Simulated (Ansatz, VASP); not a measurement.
## One calculation of B, two programs

INCAR

```
PREC = Accurate ; ENCUT = 520
EDIFF = 1E-7 ; ISMEAR = 0
SIGMA = 0.1 ; LREAL = F
LASPH = T ; NELM = 80
ALGO = Normal ; ISIF = 2
LWAVE = F ; LCHARG = F
GGA = PE ; NBANDS = 14
```

The input KPOINTS:

```
Automatic mesh
0
Gamma
  6 6 6
```

File POSCAR:

```
B
1.0
    2.4790534200     -1.9891399200      0.0000000000
    2.4790534200      1.9891399200      0.0000000000
    0.0000000000      0.0000000000      3.3151434100
B
4
Direct
    0.1681901400      0.5014612900      0.2500000000
    0.8318098600      0.4985387100      0.7500000000
    0.4985387100      0.8318098600      0.2500000000
    0.5014612900      0.1681901400      0.7500000000
```

Input for Ansatz:

```yaml
crystal:
  lattice:
    - [2.47905342, -1.98913992, 0.0]
    - [2.47905342, 1.98913992, 0.0]
    - [0.0, 0.0, 3.31514341]
  atoms:
    - { symbol: B, position: [0.16819014, 0.50146129, 0.25] }
    - { symbol: B, position: [0.83180986, 0.49853871, 0.75] }
    - { symbol: B, position: [0.49853871, 0.83180986, 0.25] }
    - { symbol: B, position: [0.50146129, 0.16819014, 0.75] }
basis:
  ecutwfc: 420
kpoints:
  mp_grid: { grid: [6, 6, 6] }
hamiltonian:
  xc: pbe
scf:
  occupations: { method: gaussian, width: 0.1 }
  lower_state_search: "off"
output:
  forces: true
  stress: true
  eigenvalues: true
```

Alike in both runs: task single point; functional PBE; k mesh 6 × 6 × 6; occupations gaussian, width 0.1 eV; no spin polarisation.

|  | VASP | Ansatz |
| --- | --- | --- |
| version | VASP 6.6.1 | Ansatz 0.2.0 |
| potentials or method | VASP PAW PBE potentials, release 64 (B), cutoff 520 eV | scalar-relativistic, plane waves, PAW |
| valence electrons in the cell | 12 | 12 |

```tsv
	VASP	Ansatz	Ansatz less VASP
gap on the k mesh at the Fermi level (eV)	none	none	-
pressure (GPa)	-22.1	-22.1	0.00
traceless stress, the component that is largest in VASP (GPa)	51.74	51.61	-0.135
rms of the force components (eV/Å)	0.771	0.764	-0.0066
```

Atom by atom the forces differ by 0.007 eV/Å (rms over components). A gap of «none» marks a metal or a gap that the smearing closes. The functional is the same, so the differences come from potentials, cutoffs and numerics.
